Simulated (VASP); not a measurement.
Cd3InO:

```
CELL_PARAMETERS angstrom
3.92873 0.00000 0.00000
0.00000 3.92873 0.00000
0.00000 0.00000 6.68521
ATOMIC_POSITIONS crystal
Cd 0.00000 0.00000 0.71241
Cd 0.50000 0.00000 0.44142
Cd 0.00000 0.50000 0.44142
In 0.00000 0.00000 0.01936
O 0.00000 0.00000 0.46446
```

The cell was built from a structure type or drawn by symmetry, and may not be a known phase.

| Quantity | Value |
| --- | --- |
| Program | VASP 6.6.1 |
| Task | relaxation of cell and atoms |
| Functional | PBE |
| Potentials or basis | VASP PAW PBE potentials, release 64 (Cd, In_d, O) |
| Cutoff | 600 eV |
| k mesh | 4 × 4 × 4 |
| Occupations | gaussian, width 0.1 eV |
| Spin | no spin polarisation |

At the start: pressure 65.3 GPa; volume 20.64 Å³/atom.

Question: Where does the relaxation end?

Answer: Over 29 steps the energy falls by 2485.1 meV/atom and the volume is 28.20 Å³/atom (+36.7 %); space group P4mm (No. 99, to 0.1 Å) before and after.

The path:
```tsv
step	energy change (eV)	largest force (eV/Å)	pressure (GPa)	volume (Å³)
1	0.0000	16.7781	65.32	103.19
2	-8.4080	1.2377	-8.04	278.04
3	-11.2581	1.0644	-0.19	169.51
4	-11.2618	1.0588	-0.44	171.28
5	-11.2626	1.0534	-0.68	172.86
6	-11.3671	1.1874	-0.53	170.37
7	-11.6519	0.9582	0.04	163.04
8	-10.2732	12.5262	7.98	148.97
9	-11.6627	0.8923	0.21	161.95
10	-11.6034	3.4694	2.12	155.38
11	-11.6986	1.0574	0.54	160.03
12	-11.7060	1.6494	0.93	158.45
13	-11.7497	1.8949	0.95	157.90
14	-11.8238	2.8606	1.12	156.28
15	-11.9371	2.3842	0.61	156.50
16	-12.1746	1.1853	-0.79	157.10
17	-12.2082	0.4511	-2.86	157.92
18	-12.2666	0.1851	-2.04	157.60
19	-12.3031	0.2084	-1.78	154.73
20	-12.3661	0.4428	-0.57	146.30
21	-12.3685	0.5187	-0.17	144.06
22	-12.3826	0.4840	-0.05	143.33
23	-12.4093	0.3341	0.35	141.12
24	-12.3511	0.3723	1.63	136.68
25	-12.4106	0.2864	0.52	140.49
26	-12.4193	0.1095	-0.11	141.84
27	-12.4194	0.1124	-0.13	141.88
28	-12.4219	0.0831	-0.11	141.66
29	-12.4257	0.0379	-0.06	141.01
```

Final structure:
```
CELL_PARAMETERS angstrom
4.01210 0.00000 0.00000
0.00000 4.01210 0.00000
0.00000 0.00000 8.75976
ATOMIC_POSITIONS crystal
Cd 0.00000 0.00000 0.74776
Cd 0.50000 0.00000 0.47090
Cd 0.00000 0.50000 0.47090
In 0.00000 0.00000 0.07404
O 0.00000 0.00000 0.31546
```

Caveat: the k points lie up to 0.39 Å⁻¹ apart in the final cell, too coarse for converged energies and pressures of a metal; the volume moved by over 15 % at a fixed basis, so the end points are rough; an odd number of electrons without spin polarisation forces a metal; a magnetic or distorted state may lie lower.
